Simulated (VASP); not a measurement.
Wanted: the native input for a VASP 6.6.1 run.

```
Task                   : single point
Functional             : PBE
Potentials or basis    : VASP PAW PBE potentials, release 64 (Ta_pv, Ag, S)
Cutoff                 : 520 eV
k mesh                 : 14 × 14 × 6
Occupations            : gaussian, width 0.1 eV
Spin                   : no spin polarisation
Dipole correction      : no
Further INCAR settings : ALGO = Normal; EDIFF = 1e-06; NBANDS = 25
```

The structure of TaAgS2 lies in POSCAR:

```
TaAgS2
1.0
    3.3593516051      0.0000000000      0.0000000000
    0.0000000000      3.3593516051      0.0000000000
    0.0000000000      0.0000000000      7.4176267819
Ta Ag S
1 1 2
Direct
    0.0000000000      0.0000000000      0.0000000000
    0.5000000000      0.5000000000      0.5000000000
    0.5000000000      0.0000000000      0.7720718167
    0.0000000000      0.5000000000      0.2279281833
```

These files were run (other wordings do the same):

INCAR

```
SYSTEM = TaAgS2
PREC = Accurate
ENCUT = 520
EDIFF = 1E-6
ISMEAR = 0
SIGMA = 0.1
LREAL = .False.
LASPH = .True.
NELM = 100
ALGO = Normal
ISIF = 2
LWAVE = .False.
LCHARG = .True.
GGA = PE
LELF = .True.
LVHAR = .True.
NBANDS = 25
```

KPOINTS

```
regular mesh
0
Gamma
  14 14 6
  0 0 0
```

Potentials or basis: VASP PAW PBE potentials, release 64 (Ta_pv, Ag, S).

Run with:

```console
$ cat potpaw_PBE.64/Ta_pv/POTCAR potpaw_PBE.64/Ag/POTCAR potpaw_PBE.64/S/POTCAR > POTCAR
$ mpirun -np 1 vasp_std > vasp.out
```

Results of the run:

| Item | Value |
| --- | --- |
| Pressure | 0.0 GPa |
| Largest force | 0.017 eV/Å |
| Band gap on the k mesh | zero (band 17 reaches 5.60 eV, above the bottom of band 18 at 4.74 eV) |

Caveat: spin-orbit coupling is left out, which moves the levels of the heavy elements.

Wall time 3 min on 1 thread of Intel(R) Xeon(R) Platinum 8488C (Sapphire Rapids), on a shared host, peak memory 0.43 GiB.
